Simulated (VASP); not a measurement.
Here is a VASP 6.6.1 calculation.

The input POSCAR:

```
SnO2
1.0
    1.5101938579      0.8719108304      4.9178008010
   -1.5101938579      0.8719108304      4.9178008010
    0.0000000000     -1.7438216608      4.9178008010
Sn O
1 2
Direct
    0.5000000000      0.5000000000      0.5000000000
    0.2412464623      0.2412464623      0.2412464623
    0.7587535377      0.7587535377      0.7587535377
```

Contents of INCAR.step1:

```
SYSTEM = SnO2
PREC = Accurate ; ENCUT = 520
ISMEAR = 0 ; SIGMA = 0.05
LREAL = .False. ; LASPH = .True.
NELM = 80 ; NBANDS = 20
GGA = PE ; ALGO = Normal
EDIFF = 1E-4 ; LWAVE = .True.
LCHARG = .False.
```

File INCAR.step2:

```
SYSTEM = SnO2
PREC = Accurate ; ENCUT = 520
EDIFF = 1E-7 ; ISMEAR = 0
SIGMA = 0.05 ; LREAL = .False.
LASPH = .True. ; NELM = 80
ALGO = Normal ; ISIF = 2
LWAVE = .False. ; LCHARG = .True.
METAGGA = R2SCAN ; LMIXTAU = .True.
LELF = .True. ; LVHAR = .True.
NBANDS = 20 ; ISTART = 1
```

File KPOINTS:

```
Automatic mesh
0
Gamma
  12 12 12
  0 0 0
```

Potentials or basis: VASP PAW PBE potentials, release 64 (Sn_d, O).

Launch:

```console
$ cat potpaw_PBE.64/Sn_d/POTCAR potpaw_PBE.64/O/POTCAR > POTCAR
$ cp INCAR.step1 INCAR
$ mpirun -np 1 vasp_std > vasp.out
$ cp INCAR.step2 INCAR
$ mpirun -np 1 vasp_std > vasp.out
```

Task: Predict the largest force.

Result: 0.433 eV/Å.

Task: Predict the pressure.

Result: 14.8 GPa.

Task: Predict the band gap on the k mesh.

Result: 3.58 eV (least direct gap 3.85 eV).

Stress tensor (GPa, compression positive):
```
24.39  0.00  0.00
 0.00 24.39  0.00
 0.00  0.00 -4.42
```

Caveat: the stress differs along the axes, from -4 to 24 GPa; the PAW data sets were made with another functional, which shifts forces and pressure a little; spin-orbit coupling is left out, which moves the levels of the heavy elements. A k mesh can miss the band edges.
